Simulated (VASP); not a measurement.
# TiC (Fm-3m) in VASP: a series of runs

Runs on TiC. Level: PBEsol. Tasks: relaxation of cell and atoms, single point.

Everything below comes from runs of VASP 6.6.1. Logs are shortened: lines on timing, memory, paths and dates and some standing lists are left out, and cuts for length are marked.

### Step 1. The cell of the first run

The structure is cubic, space group Fm-3m (No. 225). The conventional cell has a = 4.243 Å, b = 4.243 Å, c = 4.243 Å, α = 90.00°, β = 90.00°, γ = 90.00°. Within 2.8 Å of Ti (site symmetry m-3m) lie 6 C at 2.12 Å. C (site symmetry m-3m) has 6 Ti at 2.12 Å within 2.8 Å.

### Step 2. Relaxation of cell and atoms, PBEsol, target pressure 10 GPa, at which the enthalpy is minimised

INCAR reads:

```
SYSTEM = TiC
PREC     = Accurate       ! precision mode
ENCUT    = 600            ! plane-wave cutoff, eV
EDIFF    = 1E-7           ! SCF threshold, eV
ISMEAR   = 0              ! smearing method
SIGMA    = 0.1            ! smearing width, eV
LREAL    = .False.        ! projectors in reciprocal space
LASPH    = .True.         ! aspherical terms in the spheres
NELM     = 60             ! most SCF steps
ALGO     = Normal         ! electronic algorithm
ISIF     = 3              ! what is computed and relaxed
LWAVE    = .False.        ! write WAVECAR
LCHARG   = .False.        ! write CHGCAR
GGA      = PS             ! functional
IBRION   = 2              ! ionic algorithm
NSW      = 70             ! ionic steps
EDIFFG   = -0.008         ! ionic threshold
PSTRESS  = 100.0
```

KPOINTS reads:

```
Automatic mesh
0
Gamma
  16 16 16
  0 0 0
```

POSCAR reads:

```
TiC
1.0
    0.0000000000      2.1215634473      2.1215634473
    2.1215634473      0.0000000000      2.1215634473
    2.1215634473      2.1215634473      0.0000000000
Ti C
1 1
Direct
    0.0000000000      0.0000000000      0.0000000000
    0.5000000000      0.5000000000      0.5000000000
```

Potentials or basis: VASP PAW PBE potentials, release 64 (Ti_sv, C).

Launch:

```sh
cat potpaw_PBE.64/Ti_sv/POTCAR potpaw_PBE.64/C/POTCAR > POTCAR
mpirun -np 1 vasp_std > vasp.out
```

OUTCAR:

```text
SYSTEM = TiC
   PREC = Accurate
   ENCUT = 600
   EDIFF = 1E-7
   ISMEAR = 0
   LREAL = .False.
   LASPH = .True.
   NELM = 60
   ISIF = 3
   GGA = PS
   IBRION = 2
   NSW = 70
   EDIFFG = -0.008
   PSTRESS = 100.0

 ion  position               nearest neighbor table
   1  0.000  0.000  0.000-   2 2.12   2 2.12   2 2.12   2 2.12   2 2.12   2 2.12
   2  0.500  0.500  0.500-   1 2.12   1 2.12   1 2.12   1 2.12   1 2.12   1 2.12

  LATTYP: Found a face centered cubic cell.
 ALAT       =     4.2431268946

  Lattice vectors:

 A1 = (   0.0000000000,   2.1215634473,   2.1215634473)
 A2 = (   2.1215634473,   0.0000000000,   2.1215634473)
 A3 = (   2.1215634473,   2.1215634473,   0.0000000000)

Analysis of symmetry for initial positions (statically):
=====================================================================
 Subroutine PRICEL returns:
 Original cell was already a primitive cell.

 Routine SETGRP: Setting up the symmetry group for a
 face centered cubic supercell.

 Subroutine GETGRP returns: Found 48 space group operations
 (whereof 48 operations were pure point group operations)
 out of a pool of 48 trial point group operations.

The static configuration has the point symmetry O_h .

Analysis of symmetry for dynamics (positions and initial velocities):
=====================================================================
 Subroutine PRICEL returns:
 Original cell was already a primitive cell.

 Routine SETGRP: Setting up the symmetry group for a
 face centered cubic supercell.

 Subroutine GETGRP returns: Found 48 space group operations
 (whereof 48 operations were pure point group operations)
 out of a pool of 48 trial point group operations.

The dynamic configuration has the point symmetry O_h .

 Subroutine INISYM returns: Found 48 space group operations
 (whereof 48 operations are pure point group operations),
 and found     1 'primitive' translations

----------------------------------------------------------------------------------------

                                     Primitive cell

  volume of cell :      19.0984

  direct lattice vectors                    reciprocal lattice vectors
     0.000000000  2.121563447  2.121563447    -0.235675252  0.235675252  0.235675252
     2.121563447  0.000000000  2.121563447     0.235675252 -0.235675252  0.235675252
     2.121563447  2.121563447  0.000000000     0.235675252  0.235675252 -0.235675252

  length of vectors
     3.000343801  3.000343801  3.000343801     0.408201510  0.408201510  0.408201510

  position of ions in fractional coordinates (direct lattice)
     0.000000000  0.000000000  0.000000000
     0.500000000  0.500000000  0.500000000

  ion indices of the primitive-cell ions
   primitive index   ion index
                 1           1
                 2           2

----------------------------------------------------------------------------------------

 KPOINTS: Automatic mesh

Automatic generation of k-mesh.
 Grid dimensions read from file:
 generate k-points for:   16   16   16

 Generating k-lattice:

  Cartesian coordinates                     Fractional coordinates (reciprocal lattice)
    -0.014729703  0.014729703  0.014729703     0.062500000  0.000000000  0.000000000
     0.014729703 -0.014729703  0.014729703     0.000000000  0.062500000  0.000000000
     0.014729703  0.014729703 -0.014729703     0.000000000  0.000000000  0.062500000

  Length of vectors
     0.025512594  0.025512594  0.025512594

  Shift w.r.t. Gamma in fractional coordinates (k-lattice)
     0.000000000  0.000000000  0.000000000

 Subroutine IBZKPT returns following result:
 ===========================================

 Found    145 irreducible k-points:

 Following reciprocal coordinates:
            Coordinates               Weight
  0.000000  0.000000  0.000000      1.000000
  0.062500  0.000000  0.000000      8.000000
  0.125000  0.000000  0.000000      8.000000
  0.187500  0.000000  0.000000      8.000000
  0.250000  0.000000  0.000000      8.000000
  0.312500  0.000000  0.000000      8.000000
[... 16 lines left out ...]
 -0.125000  0.062500  0.000000     24.000000
 -0.062500  0.062500  0.000000     12.000000
 [... further k-points ...]
   k-points           NKPTS =    145   k-points in BZ     NKDIM =    145   number of bands    NBANDS=     12
   number of dos      NEDOS =    301   number of ions     NIONS =      2
   total plane-waves  NPLWV =  13824
   dimension x,y,z NGX =    24 NGY =   24 NGZ =   24
   dimension x,y,z NGXF=    48 NGYF=   48 NGZF=   48
   ions per type =               1   1
   NGX,Y,Z   is equivalent  to a cutoff of  13.30, 13.30, 13.30 a.u.
   NGXF,Y,Z  is equivalent  to a cutoff of  26.60, 26.60, 26.60 a.u.
 SYSTEM =  TiC
   PREC   = accura    normal or accurate (medium, high low for compatibility)
   ISTART =      0    job   : 0-new  1-cont  2-samecut
   ICHARG =      2    charge: 1-file 2-atom 10-const
   ISPIN  =      1    spin polarized calculation?
   LNONCOLLINEAR =      F non collinear calculations
   LSORBIT =      F    spin-orbit coupling
   LASPH  =      T    aspherical Exc in radial PAW
   ENCUT  =  600.0 eV  44.10 Ry    6.64 a.u.   5.99  5.99  5.99*2*pi/ulx,y,z
   NELM   =     60;   NELMIN=  2; NELMDL= -5     # of ELM steps
   EDIFF  = 0.1E-06   stopping-criterion for ELM
   LREAL  =      F    real-space projection
   EDIFFG = -.8E-02   stopping-criterion for IOM
   NSW    =     70    number of steps for IOM
   IBRION =      2    ionic relax: 0-MD 1-quasi-New 2-CG
   NFREE  =      1    steps in history (QN), initial steepest desc. (CG)
   ISIF   =      3    stress and relaxation
   ISYM   =      2    0-nonsym 1-usesym 2-fastsym
   POTIM  = 0.5000    time-step for ionic-motion
   TEBEG  =    0.0;   TEEND  =   0.0 temperature during run
   PSTRESS=  100.0 pullay stress
   NELECT =      16.0000    total number of electrons
   NUPDOWN=      -1.0000    fix difference up-down
   EMIN   =  10.00;   EMAX   =-10.00  energy-range for DOS
   EFERMI =   0.00;   METHOD = LEGACY
   ISMEAR =     0;   SIGMA  =   0.10  broadening in eV -4-tet -1-fermi 0-gaus
   EFERMI_NEDOS =   21; number of points for ismear=-14 and -15
   IALGO  =     38    algorithm
   IMIX   =      4    mixing-type and parameters
     AMIX     =   0.40;   BMIX     =  1.00
     AMIX_MAG =   1.60;   BMIX_MAG =  1.00
  volume/ion in A,a.u.               =       9.55        64.44
  Fermi-wavevector in a.u.,A,eV,Ry     =   1.543294  2.916404 32.405783  2.381758
  Thomas-Fermi vector in A             =   2.648978
   LORBIT       =      0    0 simple, 1 ext, 2 COOP (PROOUT), +10 PAW based schemes
   GGA     = PS    functional components
   LHFCALC =     F    Hartree Fock is set to
   AEXX    =    0.0000 exact exchange contribution
   IVDW    =     0    specifies the selected vdW correction
   LEPSILON=     F    determine dielectric tensor
   LRPA    =     F    only Hartree local field effects (RPA)
 conjugate gradient relaxation of ions
 non-spin polarized calculation
 Gauss-broadening in eV      SIGMA  =   0.10
  energy-cutoff  :      600.00
  volume of cell :       19.10
 maximum number of plane-waves:       652
   NGX = 11   NGY = 11   NGZ = 11

--------------------------------------- Ionic step        1  -------------------------------------------

 number of electron      16.0000002 magnetization

 Free energy of the ion-electron system (eV)
  ---------------------------------------------------
  ext. energy  EPLUGINS =         0.00000000
  ---------------------------------------------------
  free energy    TOTEN  =       -19.78031585 eV

  energy without entropy =      -19.77846794  energy(sigma->0) =      -19.77939190

------------------------ aborting loop because EDIFF is reached ----------------------------------------

  FORCE on cell =-STRESS in cart. coord.  units (eV):
  Direction    XX          YY          ZZ          XY          YZ          ZX
  --------------------------------------------------------------------------------------
  -------------------------------------------------------------------------------------
  Total        1.2189354      1.2189354      1.2189354      0.0000000      0.0000000     -0.0000000
  in kB      102.2570401    102.2570401    102.2570401      0.0000000      0.0000000     -0.0000000
  external PRESSURE =       2.2570401 kB  Pullay stress =     100.0000000 kB
[... 61 lines left out ...]
  enthalpy is  TOTEN    =       -18.5882692278 eV   P V=        1.1943531261

--------------------------------------- Ionic step        3  -------------------------------------------

 number of electron      16.0000002 magnetization

 Free energy of the ion-electron system (eV)
  ---------------------------------------------------
  ext. energy  EPLUGINS =         0.00000000
  ---------------------------------------------------
  free energy    TOTEN  =       -19.78121052 eV

  energy without entropy =      -19.77936022  energy(sigma->0) =      -19.78028537

 E-fermi :  10.0238     XC(G=0): -13.1796

 val. band max:       10.0135494019   @ k =   0.1250   0.0625   0.0000
 cond. band min:      10.0666669503   @ k =   0.5000   0.5000   0.0000
 fundamental gap:      0.0531175485
 Fermi energy:        10.0237605651

 k-point     1 :       0.0000    0.0000    0.0000
  band No.  band energies     occupation
      1     -46.1185      2.00000
      2     -22.2090      2.00000
      3     -22.2090      2.00000
      4     -22.2090      2.00000
      5      -2.6155      2.00000
      6      10.7162      0.00000
      7      10.7162      0.00000
      8      10.7162      0.00000
      9      11.8172      0.00000
     10      11.8172      0.00000
     11      11.8172      0.00000
     12      11.8916      0.00000
[... 331 lines left out ...]
 k-point    24 :      -0.0625    0.0625    0.0000
  band No.  band energies     occupation
      1     -46.1088      2.00000
      2     -22.2693      2.00000
      3     -22.2255      2.00000
      4     -22.2103      2.00000
      5      -2.3614      2.00000
      6       9.7899      1.99906
      7       9.9576      1.65040
      8      10.0001      1.26232
      9      10.8378      0.00000
     10      11.4979      0.00000
     11      12.4404      0.00000
     12      13.0819      0.00000

 [... further k-points ...]

------------------------ aborting loop because EDIFF is reached ----------------------------------------

  FORCE on cell =-STRESS in cart. coord.  units (eV):
  Direction    XX          YY          ZZ          XY          YZ          ZX
  --------------------------------------------------------------------------------------
  -------------------------------------------------------------------------------------
  Total        1.1930467      1.1930467      1.1930467      0.0000000      0.0000000      0.0000000
  in kB      100.0110123    100.0110123    100.0110123      0.0000000      0.0000000      0.0000000
  external PRESSURE =       0.0110123 kB  Pullay stress =     100.0000000 kB
[... 17 lines left out ...]
  FREE ENERGIE OF THE ION-ELECTRON SYSTEM (eV)
  ---------------------------------------------------
  free  energy   TOTEN  =       -19.7812105247 eV

  energy  without entropy=      -19.7793602186  energy(sigma->0) =      -19.78028537

  enthalpy is  TOTEN    =       -18.5882951508 eV   P V=        1.1929153739

 reached required accuracy - stopping structural energy minimisation
```

Wall time 37 s (1 thread of Intel Xeon Platinum 8559C (Emerald Rapids), shared host); peak memory 0.17 GiB.

Results:

```
Free energy                                            : -19.7812 eV
Relaxed volume                                         : 9.56 Å³/atom
Relaxed cell                                           : a = 3.001 Å, b = 3.001 Å, c = 3.001 Å, α = 60.00°, β = 60.00°, γ = 60.00°
Space group after relaxing (to 0.05 Å)                 : Fm-3m (No. 225)
Energy change on relaxing (the enthalpy is what falls) : -0.4 meV/atom
Ionic steps                                            : 3
Pressure after relaxing                                : 10.0 GPa
Band gap on the k mesh                                 : zero (band 8 reaches 10.72 eV, above the bottom of band 9 at 9.61 eV)
```

Step by step:
| step | energy change (eV) | largest force (eV/Å) | pressure (GPa) | volume (Å³) |
| --- | --- | --- | --- | --- |
| 1 | 0.0000 | 0.0000 | 10.23 | 19.10 |
| 2 | -0.0023 | 0.0000 | 9.64 | 19.14 |
| 3 | -0.0009 | 0.0000 | 10.00 | 19.11 |

Final structure:
```
Ti C
1.0
     0.00000    2.12209    2.12209
     2.12209    0.00000    2.12209
     2.12209    2.12209    0.00000
Ti C
1 1
Cartesian
  0.0000 0.0000 0.0000
  2.1221 2.1221 2.1221
```

Caveat: the cell is relaxed towards a set pressure, so the enthalpy falls and the energy may rise; the PAW data sets were made with another functional, which shifts forces and pressure a little.

### Step 3. Relaxation of cell and atoms, PBEsol, target pressure 2 GPa, at which the enthalpy is minimised

This run uses another cell than the first one, of 9.70 Å³/atom, 1.016 times its volume.

INCAR reads:

```
  ALGO = Normal
  EDIFF = 1E-7
  EDIFFG = -0.008
  ENCUT = 600
  GGA = PS
  IBRION = 2
  ISIF = 3
  ISMEAR = 0
  LASPH = T
  LCHARG = F
  LREAL = F
  LWAVE = F
  NELM = 80
  NSW = 70
  PREC = Accurate
  PSTRESS = 20.0
  SIGMA = 0.1
```

KPOINTS reads:

```
k-points
0
Gamma
  16 16 16
```

POSCAR reads:

```
TiC
1.0
    0.0000000000      2.1327956639      2.1327956639
    2.1327956639      0.0000000000      2.1327956639
    2.1327956639      2.1327956639      0.0000000000
Ti C
1 1
Direct
    0.0000000000      0.0000000000      0.0000000000
    0.5000000000      0.5000000000      0.5000000000
```

Potentials or basis: VASP PAW PBE potentials, release 64 (Ti_sv, C).

Launch:

```sh
cat potpaw_PBE.64/Ti_sv/POTCAR potpaw_PBE.64/C/POTCAR > POTCAR
mpirun -np 1 vasp_std > vasp.out
```

Wall time 41 s (1 thread of Intel Xeon Platinum 8559C (Emerald Rapids), shared host); peak memory 0.18 GiB.

It converged, with:

- Free energy: -19.8014 eV
- Relaxed volume: 9.83 Å³/atom
- Relaxed cell: a = 3.029 Å, b = 3.029 Å, c = 3.029 Å, α = 60.00°, β = 60.00°, γ = 60.00°
- Space group after relaxing (to 0.05 Å): Fm-3m (No. 225)
- Energy change on relaxing (the enthalpy is what falls): -2.9 meV/atom
- Ionic steps: 3
- Pressure after relaxing: 2.0 GPa
- Band gap on the k mesh: zero (band 8 reaches 10.37 eV, above the bottom of band 9 at 9.28 eV)

The path:
```tsv
step	energy change (eV)	largest force (eV/Å)	pressure (GPa)	volume (Å³)
1	0.0000	0.0000	5.53	19.40
2	-0.0048	0.0000	-2.78	20.01
3	-0.0058	0.0000	1.98	19.65
```

Final structure:
```
Ti C
1.0
     0.00000    2.14181    2.14181
     2.14181    0.00000    2.14181
     2.14181    2.14181    0.00000
Ti C
1 1
Direct
  0.00000 0.00000 0.00000
  0.50000 0.50000 0.50000
```

Levels at points of the mesh, in eV from the Fermi level:
```tsv
k point	band 5	band 6	band 7	band 8	band 9	band 10	band 11	band 12
(0.00, 0.00, 0.00)	-12.51	0.69	0.69	0.69	1.76	1.76	1.76	1.81
(0.50, 0.00, 0.00)	-8.82	-6.02	-2.99	-2.99	3.06	3.06	4.31	8.36
(0.50, 0.50, 0.00)	-10.18	-3.45	-1.76	0.02	0.02	2.87	3.70	3.70
```

Caveat: the cell is relaxed towards a set pressure, so the enthalpy falls and the energy may rise; the PAW data sets were made with another functional, which shifts forces and pressure a little.

### Step 4. Relaxation of cell and atoms, PBEsol, target pressure 5 GPa, at which the enthalpy is minimised

This run uses another cell than the first one, of 9.71 Å³/atom, 1.017 times its volume.

INCAR reads:

```
SYSTEM = TiC
ALGO = Normal
EDIFF = 1E-6
EDIFFG = -0.008
ENCUT = 600
GGA = PS
IBRION = 2
ISIF = 3
ISMEAR = 0
LASPH = .TRUE.
LCHARG = .FALSE.
LREAL = .FALSE.
LWAVE = .FALSE.
NELM = 80
NSW = 70
PREC = Accurate
PSTRESS = 50.0
SIGMA = 0.1
```

KPOINTS reads:

```
k-points
0
G
  16 16 16
  0 0 0
```

POSCAR reads:

```
TiC
1.0
    0.0000000000      2.1336379394      2.1336379394
    2.1336379394      0.0000000000      2.1336379394
    2.1336379394      2.1336379394      0.0000000000
Ti C
1 1
Direct
    0.0000000000      0.0000000000      0.0000000000
    0.5000000000      0.5000000000      0.5000000000
```

Launch:

```sh
cat potpaw_PBE.64/Ti_sv/POTCAR potpaw_PBE.64/C/POTCAR > POTCAR
mpirun -np 1 vasp_std > vasp.out
```

Wall time 30 s (1 thread of Intel Xeon Platinum 8559C (Emerald Rapids), shared host); peak memory 0.17 GiB.

The run converged. Its results:

- Free energy: -19.7968 eV
- Relaxed volume: 9.72 Å³/atom
- Relaxed cell: a = 3.018 Å, b = 3.018 Å, c = 3.018 Å, α = 60.00°, β = 60.00°, γ = 60.00°
- Space group after relaxing (to 0.05 Å): Fm-3m (No. 225)
- Energy change on relaxing (the enthalpy is what falls): -0.2 meV/atom
- Ionic steps: 3
- Pressure after relaxing: 5.0 GPa
- Band gap on the k mesh: zero (band 8 reaches 10.51 eV, above the bottom of band 9 at 9.41 eV)

Step by step:
```tsv
step	energy change (eV)	largest force (eV/Å)	pressure (GPa)	volume (Å³)
1	0.0000	0.0000	5.17	19.43
2	-0.0009	0.0000	4.75	19.46
3	-0.0004	0.0000	4.96	19.44
```

Final structure:
```xyz
2
Lattice="0.0000 2.1341 2.1341 2.1341 0.0000 2.1341 2.1341 2.1341 0.0000" Properties=species:S:1:pos:R:3 pbc="T T T"
Ti    0.0000    0.0000    0.0000
C     2.1341    2.1341    2.1341
```

Levels at points of the mesh, in eV from the Fermi level:
```tsv
k point	band 6	band 7	band 8	band 9	band 10	band 11
(0.00, 0.00, 0.00)	0.69	0.69	0.69	1.77	1.77	1.77
(0.50, 0.00, 0.00)	-6.07	-3.03	-3.03	3.11	3.11	4.38
(0.50, 0.50, 0.00)	-3.46	-1.80	0.03	0.03	2.91	3.76
```

Caveat: the cell is relaxed towards a set pressure, so the enthalpy falls and the energy may rise; the PAW data sets were made with another functional, which shifts forces and pressure a little.

[end of part 1 of 2]
